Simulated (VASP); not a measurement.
Crystal: GaP.

```
Ga P
1.0
     0.00000    2.71924    2.71924
     2.71924    0.00000    2.71924
     2.71924    2.71924    0.00000
Ga P
1 1
Direct
  0.00000 0.00000 0.00000
  0.25000 0.25000 0.25000
```

Program: VASP 6.6.1. Alike in all runs: task single point; no spin polarisation; cell as given; k mesh 8 × 8 × 8; smearing fermi-dirac 0.05 eV.

Problem. Order these runs on this cell by their pressure, lowest first.
A. level LDA; potentials or basis VASP PAW LDA potentials, release 64 (Ga_d, P); cutoff (eV) 500
B. level r2SCAN; potentials or basis VASP PAW PBE potentials, release 64 (Ga_d, P); cutoff (eV) 520
C. level PBE; potentials or basis VASP PAW PBE potentials, release 64 (Ga_d, P); cutoff (eV) 500

Solution. A (-2.2 GPa), B (0.6 GPa), C (3.0 GPa).

Caveats: the PAW data sets were made with another functional, which shifts forces and pressure a little (some runs).
